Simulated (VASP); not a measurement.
Input of a VASP 6.6.1 run:

INCAR

```
SYSTEM = Si
PREC     = Accurate       ! precision mode
ENCUT    = 520            ! plane-wave cutoff, eV
EDIFF    = 1E-6           ! SCF threshold, eV
ISMEAR   = 0              ! smearing method
SIGMA    = 0.05           ! smearing width, eV
LREAL    = .False.        ! projectors in reciprocal space
LASPH    = .True.         ! aspherical terms in the spheres
NELM     = 60             ! most SCF steps
ALGO     = Normal         ! electronic algorithm
ISIF     = 2              ! what is computed and relaxed
LWAVE    = .False.        ! write WAVECAR
LCHARG   = .True.         ! write CHGCAR
GGA      = PE             ! functional
LELF     = .True.         ! ELF
LVHAR    = .True.       
NBANDS   = 16             ! bands
```

Contents of KPOINTS:

```
regular mesh
0
Gamma
  8 8 6
  0 0 0
```

Contents of POSCAR:

```
Si
1.0
    0.0000000000     -2.7347607592     -2.7347607592
    0.0000000000      2.7347607592     -2.7347607592
    5.4695215184      0.0000000000      0.0000000000
Si
4
Direct
    0.5085510175      0.5190318421      0.0000000000
   -0.0085510175     -0.0190318421      0.5000000000
    1.0033479195      0.4752151660      0.2500000000
    0.4966520805      0.0247848340      0.7500000000
```

Potentials or basis: VASP PAW PBE potentials, release 64 (Si).

Launch:

```console
$ cat potpaw_PBE.64/Si/POTCAR > POTCAR
$ mpirun -np 1 vasp_std > vasp.out
```

What does it give for the band gap on the k mesh?

0.60 eV (least direct gap 0.73 eV).

Predict the largest force.

0.452 eV/Å.

Estimate the pressure.

-0.3 GPa.

Stress tensor (GPa, compression positive):
```
-0.30  0.00  0.00
 0.00 -0.19 -0.11
 0.00 -0.11 -0.34
```

Caveat: the cell differs from its parent crystal (atoms displaced along several vibrational modes); semilocal functionals underestimate gaps, and a narrow one can read as zero. A k mesh can miss the band edges.
